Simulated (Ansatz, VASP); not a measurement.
# TiNbAs6: VASP beside Ansatz

```
Ti Nb As
1.0
     0.00000    4.94145    4.94145
     4.94145    0.00000    4.94145
     4.94145    4.94145    0.00000
Ti Nb As
1 1 6
Cartesian
  4.9414 4.9414 4.9414
  0.0000 0.0000 0.0000
  2.5076 4.9414 4.9414
  7.3753 4.9414 4.9414
  4.9414 2.5076 4.9414
  4.9414 7.3753 4.9414
  4.9414 4.9414 2.5076
  4.9414 4.9414 7.3753
```

Alike in both runs: functional PBE; k mesh 8 × 8 × 8; occupations gaussian, width 0.1 eV; no spin polarisation.

Ansatz relaxed the structure, and its values are those at the end. VASP's run is a single point on that final structure, the one shown.

|  | VASP | Ansatz |
| --- | --- | --- |
| version | VASP 6.6.1 | Ansatz 0.2.0 |
| potentials or method | VASP PAW PBE potentials, release 64 (Ti_sv, Nb_sv, As), cutoff 520 eV | scalar-relativistic, plane waves, PAW |
| valence electrons in the cell | 55 | 115 |

|  | VASP | Ansatz | Ansatz less VASP |
| --- | --- | --- | --- |
| gap on the k mesh at the Fermi level (eV) | none | none | - |
| pressure (GPa) | 0.0 | 0.0 | +0.03 |
| rms of the force components (eV/Å) | 0.004 | 0.002 | -0.0021 |

A gap of «none» marks a metal or a gap that the smearing closes. VASP's potentials hold 55 valence electrons a cell and Ansatz's 115, so a difference there can come from the potentials and not from the codes.
